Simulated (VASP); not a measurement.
A run of VASP 6.6.1 is set up as follows.

Contents of INCAR:

```
SYSTEM = ReSb
PREC = Accurate ; ENCUT = 520
EDIFF = 1E-6 ; ISMEAR = -1
SIGMA = 0.08 ; LREAL = .FALSE.
LASPH = .TRUE. ; NELM = 100
ALGO = Normal ; ISIF = 2
LWAVE = .FALSE. ; LCHARG = .FALSE.
GGA = PE ; NBANDS = 13
```

Contents of KPOINTS:

```
regular mesh
0
G
  12 12 12
  0 0 0
```

POSCAR

```
ReSb
1.0
    0.0000000000      2.3090901639      2.3090901639
    2.3090901639      0.0000000000      2.3090901639
    2.3090901639      2.3090901639      0.0000000000
Re Sb
1 1
Direct
    0.0000000000      0.0000000000      0.0000000000
    0.2500000000      0.2500000000      0.2500000000
```

Potentials or basis: VASP PAW PBE potentials, release 64 (Re, Sb).

Launch:

```bash
$ cat potpaw_PBE.64/Re/POTCAR potpaw_PBE.64/Sb/POTCAR > POTCAR
$ mpirun -np 1 vasp_std > vasp.out
```

Task: Predict the pressure.

Result: 401.8 GPa.

Task: What does it give for the band gap on the k mesh?

Result: 0.16 eV (least direct gap 0.32 eV).

Caveat: atoms lie so close that the PAW spheres overlap strongly, which falsifies energies and pressures; the cell stands under pressure; spin-orbit coupling is left out, which moves the levels of the heavy elements. A k mesh can miss the band edges.
